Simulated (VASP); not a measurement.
Bi: single point with PBEsol

Crystal: Bi.

```xyz
2
Lattice="2.2617 1.3058 3.8862 -2.2617 1.3058 3.8862 0.0000 -2.6115 3.8862" Properties=species:S:1:pos:R:3 pbc="T T T"
Bi    0.0000    0.0000    8.8984
Bi    0.0000    0.0000    2.7601
```

- Program: VASP 6.6.1
- Task: single point
- Functional: PBEsol
- Potentials or basis: VASP PAW PBE potentials, release 64 (Bi_d)
- Cutoff: 520 eV
- k mesh: 14 × 14 × 14
- Occupations: fermi-dirac, width 0.05 eV
- Spin: no spin polarisation

```yaml
Pressure: -0.1 GPa
Largest_force: 0.005 eV/Å
Band_gap_on_the_k_mesh: zero (bands 15 and 16 overlap by 0.25 eV)
```

Forces on the atoms (eV/Å):
```
Bi   0.000  0.000 -0.005
Bi   0.000  0.000  0.005
```

Levels at points of the mesh, in eV from the Fermi level:
```
           k point  band 12  band 13  band 14  band 15  band 16  band 17  band 18  band 19
(0.00, 0.00, 0.00)    -7.43    -1.54    -1.25    -1.25     2.71     3.03     3.03     5.48
(0.50, 0.00, 0.00)   -10.66    -1.19    -1.05    -0.30    -0.28     0.35     0.79     7.63
(0.50, 0.50, 0.00)    -9.45    -4.89    -3.15    -3.01     2.38     5.03     5.38     6.95
(0.50, 0.50, 0.50)   -10.16    -0.87    -0.55    -0.55     0.52     0.52     0.56     7.19
```

Run time: 5 min on 1 thread of AMD EPYC 7R43 64-Core Processor (Zen 3), with other jobs on the host, peak memory 0.42 GiB.

Caveat: the PAW data sets were made with another functional, which shifts forces and pressure a little; spin-orbit coupling is left out, which moves the levels of the heavy elements.
